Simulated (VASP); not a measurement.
# In3Se (Pm-3m) in VASP: further runs, part 2 of 3

VASP 6.6.1. Earlier steps stand in the parts before.

### Step 3. Single point, LDA

Contents of INCAR:

```
PREC = Accurate
ENCUT = 520
EDIFF = 1E-6
ISMEAR = 0
SIGMA = 0.1
LREAL = F
LASPH = T
NELM = 100
ALGO = Normal
ISIF = 2
LWAVE = F
LCHARG = F
NBANDS = 30
```

Contents of KPOINTS:

```
Automatic mesh
0
Gamma
  10 10 10
```

Contents of POSCAR:

```
In3Se
1.0
    4.8037580000      0.0000000000      0.0000000000
    0.0000000000      4.8037580000      0.0000000000
    0.0000000000      0.0000000000      4.8037580000
In Se
3 1
Direct
    0.0000000000      0.5000000000      0.5000000000
    0.5000000000      0.0000000000      0.5000000000
    0.5000000000      0.5000000000      0.0000000000
    0.0000000000      0.0000000000      0.0000000000
```

Potentials or basis: VASP PAW LDA potentials, release 64 (In_d, Se).

On the command line:

```
$ cat potpaw_LDA.64/In_d/POTCAR potpaw_LDA.64/Se/POTCAR > POTCAR
$ mpirun -np 1 vasp_std > vasp.out
```

OUTCAR:

```text
PREC = Accurate
   ENCUT = 520
   EDIFF = 1E-6
   ISMEAR = 0
   LREAL = F
   LASPH = T
   NELM = 100
   ISIF = 2

 ion  position               nearest neighbor table
   1  0.000  0.500  0.500-   2 3.40   3 3.40   4 3.40   3 3.40   4 3.40   2 3.40   4 3.40   4 3.40
                             2 3.40   3 3.40   3 3.40   2 3.40
   2  0.500  0.000  0.500-   1 3.40   3 3.40   4 3.40   3 3.40   4 3.40   1 3.40   3 3.40   3 3.40
                             1 3.40   4 3.40   4 3.40   1 3.40
   3  0.500  0.500  0.000-   1 3.40   2 3.40   4 3.40   1 3.40   2 3.40   2 3.40   4 3.40   2 3.40
                             1 3.40   4 3.40   1 3.40   4 3.40
   4  0.000  0.000  0.000-   1 3.40   2 3.40   3 3.40   1 3.40   2 3.40   1 3.40   3 3.40   1 3.40
                             2 3.40   3 3.40   2 3.40   3 3.40

  LATTYP: Found a simple cubic cell.
 ALAT       =     4.8037580000

  Lattice vectors:

 A1 = (   4.8037580000,   0.0000000000,   0.0000000000)
 A2 = (   0.0000000000,   4.8037580000,   0.0000000000)
 A3 = (   0.0000000000,   0.0000000000,   4.8037580000)

Analysis of symmetry for initial positions (statically):
=====================================================================
 Subroutine PRICEL returns:
 Original cell was already a primitive cell.

 Routine SETGRP: Setting up the symmetry group for a
 simple cubic supercell.

 Subroutine GETGRP returns: Found 48 space group operations
 (whereof 48 operations were pure point group operations)
 out of a pool of 48 trial point group operations.

The static configuration has the point symmetry O_h .

Analysis of symmetry for dynamics (positions and initial velocities):
=====================================================================
 Subroutine PRICEL returns:
 Original cell was already a primitive cell.

 Routine SETGRP: Setting up the symmetry group for a
 simple cubic supercell.

 Subroutine GETGRP returns: Found 48 space group operations
 (whereof 48 operations were pure point group operations)
 out of a pool of 48 trial point group operations.

The dynamic configuration has the point symmetry O_h .

 Subroutine INISYM returns: Found 48 space group operations
 (whereof 48 operations are pure point group operations),
 and found     1 'primitive' translations

----------------------------------------------------------------------------------------

                                     Primitive cell

  volume of cell :     110.8520

  direct lattice vectors                    reciprocal lattice vectors
     4.803758000  0.000000000  0.000000000     0.208170353  0.000000000  0.000000000
     0.000000000  4.803758000  0.000000000     0.000000000  0.208170353  0.000000000
     0.000000000  0.000000000  4.803758000     0.000000000  0.000000000  0.208170353

  length of vectors
     4.803758000  4.803758000  4.803758000     0.208170353  0.208170353  0.208170353

  position of ions in fractional coordinates (direct lattice)
     0.000000000  0.500000000  0.500000000
     0.500000000  0.000000000  0.500000000
     0.500000000  0.500000000  0.000000000
     0.000000000  0.000000000  0.000000000

  ion indices of the primitive-cell ions
   primitive index   ion index
                 1           1
                 2           2
                 3           3
                 4           4

----------------------------------------------------------------------------------------

 KPOINTS: Automatic mesh

Automatic generation of k-mesh.
 Grid dimensions read from file:
 generate k-points for:   10   10   10

 Generating k-lattice:

  Cartesian coordinates                     Fractional coordinates (reciprocal lattice)
     0.020817035  0.000000000  0.000000000     0.100000000  0.000000000  0.000000000
     0.000000000  0.020817035  0.000000000     0.000000000  0.100000000  0.000000000
     0.000000000  0.000000000  0.020817035     0.000000000  0.000000000  0.100000000

  Length of vectors
     0.020817035  0.020817035  0.020817035

  Shift w.r.t. Gamma in fractional coordinates (k-lattice)
     0.000000000  0.000000000  0.000000000

 Subroutine IBZKPT returns following result:
 ===========================================

 Found     56 irreducible k-points:

 Following reciprocal coordinates:
            Coordinates               Weight
  0.000000  0.000000  0.000000      1.000000
  0.100000  0.000000  0.000000      6.000000
  0.200000  0.000000  0.000000      6.000000
  0.300000  0.000000  0.000000      6.000000
  0.400000  0.000000  0.000000      6.000000
  0.500000  0.000000  0.000000      3.000000
[... 16 lines left out ...]
  0.200000  0.100000  0.100000     24.000000
  0.300000  0.100000  0.100000     24.000000
 [... further k-points ...]
   k-points           NKPTS =     56   k-points in BZ     NKDIM =     56   number of bands    NBANDS=     30
   number of dos      NEDOS =    301   number of ions     NIONS =      4
   total plane-waves  NPLWV =  46656
   dimension x,y,z NGX =    36 NGY =   36 NGZ =   36
   dimension x,y,z NGXF=    72 NGYF=   72 NGZF=   72
   ions per type =               3   1
   NGX,Y,Z   is equivalent  to a cutoff of  12.46, 12.46, 12.46 a.u.
   NGXF,Y,Z  is equivalent  to a cutoff of  24.92, 24.92, 24.92 a.u.
 SYSTEM =  unknown system
   PREC   = accura    normal or accurate (medium, high low for compatibility)
   ISTART =      0    job   : 0-new  1-cont  2-samecut
   ICHARG =      2    charge: 1-file 2-atom 10-const
   ISPIN  =      1    spin polarized calculation?
   LNONCOLLINEAR =      F non collinear calculations
   LSORBIT =      F    spin-orbit coupling
   LASPH  =      T    aspherical Exc in radial PAW
   ENCUT  =  520.0 eV  38.22 Ry    6.18 a.u.   8.93  8.93  8.93*2*pi/ulx,y,z
   NELM   =    100;   NELMIN=  2; NELMDL= -5     # of ELM steps
   EDIFF  = 0.1E-05   stopping-criterion for ELM
   LREAL  =      F    real-space projection
   EDIFFG = 0.1E-04   stopping-criterion for IOM
   NSW    =      0    number of steps for IOM
   IBRION =     -1    ionic relax: 0-MD 1-quasi-New 2-CG
   NFREE  =      0    steps in history (QN), initial steepest desc. (CG)
   ISIF   =      2    stress and relaxation
   ISYM   =      2    0-nonsym 1-usesym 2-fastsym
   POTIM  = 0.5000    time-step for ionic-motion
   TEBEG  =    0.0;   TEEND  =   0.0 temperature during run
   PSTRESS=    0.0 pullay stress
   NELECT =      45.0000    total number of electrons
   NUPDOWN=      -1.0000    fix difference up-down
   EMIN   =  10.00;   EMAX   =-10.00  energy-range for DOS
   EFERMI =   0.00;   METHOD = LEGACY
   ISMEAR =     0;   SIGMA  =   0.10  broadening in eV -4-tet -1-fermi 0-gaus
   EFERMI_NEDOS =   21; number of points for ismear=-14 and -15
   IALGO  =     38    algorithm
   IMIX   =      4    mixing-type and parameters
     AMIX     =   0.40;   BMIX     =  1.00
     AMIX_MAG =   1.60;   BMIX_MAG =  1.00
  volume/ion in A,a.u.               =      27.71       187.02
  Fermi-wavevector in a.u.,A,eV,Ry     =   1.212173  2.290675 19.991897  1.469363
  Thomas-Fermi vector in A             =   2.347665
   LORBIT       =      0    0 simple, 1 ext, 2 COOP (PROOUT), +10 PAW based schemes
   GGA     = CA    functional components
   LHFCALC =     F    Hartree Fock is set to
   AEXX    =    0.0000 exact exchange contribution
   IVDW    =     0    specifies the selected vdW correction
   LEPSILON=     F    determine dielectric tensor
   LRPA    =     F    only Hartree local field effects (RPA)
 non-spin polarized calculation
 Gauss-broadening in eV      SIGMA  =   0.10
  energy-cutoff  :      520.00
  volume of cell :      110.85
 maximum number of plane-waves:      3016
 NGX is ok and might be reduce to    36
   NGX = 17   NGY = 17   NGZ = 17

 number of electron      45.0000022 magnetization

 Free energy of the ion-electron system (eV)
  ---------------------------------------------------
  ext. energy  EPLUGINS =         0.00000000
  ---------------------------------------------------
  free energy    TOTEN  =       -14.02881085 eV

  energy without entropy =      -14.01925569  energy(sigma->0) =      -14.02403327

 E-fermi :   5.6529     XC(G=0): -10.0206

 val. band max:        5.6504582052   @ k =   0.4000   0.2000   0.2000
 cond. band min:       5.6761758749   @ k =   0.5000   0.1000   0.0000
 fundamental gap:      0.0257176698
 Fermi energy:         5.6529436318

 k-point     1 :       0.0000    0.0000    0.0000
  band No.  band energies     occupation
      1      -8.9983      2.00000
      2      -8.9921      2.00000
      3      -8.9921      2.00000
      4      -8.9921      2.00000
      5      -8.8658      2.00000
      6      -8.8658      2.00000
[... 781 lines left out ...]
     29      10.4605      0.00000
     30      12.3922      0.00000

 [... further k-points ...]
[... 5 lines left out ...]
  --------------------------------------------------------------------------------------
  -------------------------------------------------------------------------------------
  Total       -2.9909826     -2.9909826     -2.9909826      0.0000000     -0.0000000      0.0000000
  in kB      -43.2295890    -43.2295890    -43.2295890      0.0000000     -0.0000000      0.0000000
  external PRESSURE =     -43.2295890 kB  Pullay stress =       0.0000000 kB

 VOLUME and BASIS-vectors are now :
 -----------------------------------------------------------------------------
  energy-cutoff  :      520.00
  volume of cell :      110.85
      direct lattice vectors                 reciprocal lattice vectors
     4.803758000  0.000000000  0.000000000     0.208170353  0.000000000  0.000000000
     0.000000000  4.803758000  0.000000000     0.000000000  0.208170353  0.000000000
     0.000000000  0.000000000  4.803758000     0.000000000  0.000000000  0.208170353

 POSITION                                       TOTAL-FORCE (eV/Angst)
 -----------------------------------------------------------------------------------
      0.00000      2.40188      2.40188         0.000000      0.000000      0.000000
      2.40188      0.00000      2.40188         0.000000      0.000000      0.000000
      2.40188      2.40188      0.00000         0.000000      0.000000      0.000000
      0.00000      0.00000      0.00000         0.000000      0.000000      0.000000
 -----------------------------------------------------------------------------------
    total drift:                                0.000000      0.000000      0.000000

  FREE ENERGIE OF THE ION-ELECTRON SYSTEM (eV)
  ---------------------------------------------------
  free  energy   TOTEN  =       -14.0288108535 eV

  energy  without entropy=      -14.0192556927  energy(sigma->0) =      -14.02403327
```

Wall time 44 s (1 thread of Intel Xeon 6975P-C (Granite Rapids), shared host); peak memory 0.27 GiB.

Results:

* Free energy: -14.0288 eV
* Pressure: -4.3 GPa

Caveat: spin-orbit coupling is left out, which moves the levels of the heavy elements.

### Step 4. Single point, PBEsol

Contents of INCAR:

```
SYSTEM = In3Se
ALGO     = Normal         ! electronic algorithm
EDIFF    = 1E-6           ! SCF threshold, eV
ENCUT    = 520            ! plane-wave cutoff, eV
GGA      = PS             ! functional
ISIF     = 2              ! what is computed and relaxed
ISMEAR   = 0              ! smearing method
LASPH    = .True.         ! aspherical terms in the spheres
LCHARG   = .False.        ! write CHGCAR
LREAL    = .False.        ! projectors in reciprocal space
LWAVE    = .False.        ! write WAVECAR
NBANDS   = 30             ! bands
NELM     = 60             ! most SCF steps
PREC     = Accurate       ! precision mode
SIGMA    = 0.1            ! smearing width, eV
```

Contents of KPOINTS:

```
k-points
0
Gamma
  10 10 10
  0 0 0
```

POSCAR is that of step 3.

Potentials or basis: VASP PAW PBE potentials, release 64 (In_d, Se).

On the command line:

```
$ cat potpaw_PBE.64/In_d/POTCAR potpaw_PBE.64/Se/POTCAR > POTCAR
$ mpirun -np 1 vasp_std > vasp.out
```

Wall time 47 s (1 thread of Intel Xeon 6975P-C (Granite Rapids), shared host); peak memory 0.3 GiB.

Results (log left out):

- Free energy: -13.1566 eV
- Pressure: -3.0 GPa

Levels at points of the mesh, in eV from the Fermi level:
```
           k point  band 18  band 19  band 20  band 21  band 22  band 23  band 24  band 25  band 26  band 27
(0.00, 0.00, 0.00)    -3.21    -3.21    -3.21    -2.20    -2.20     1.17     1.17     1.17     4.21     4.21
(0.50, 0.00, 0.00)    -4.93    -2.39    -2.39    -1.66    -0.99    -0.07    -0.07     1.42     3.72     3.79
(0.50, 0.50, 0.00)    -5.86    -5.66    -1.89    -0.83    -0.65    -0.65     1.41     1.80     1.80     1.91
(0.50, 0.50, 0.50)    -4.31    -4.31    -4.11    -4.11    -4.11    -3.16     3.04     3.04     3.04     7.93
```

Caveat: the PAW data sets were made with another functional, which shifts forces and pressure a little; spin-orbit coupling is left out, which moves the levels of the heavy elements.

(Part 2 of 3 ends here.)
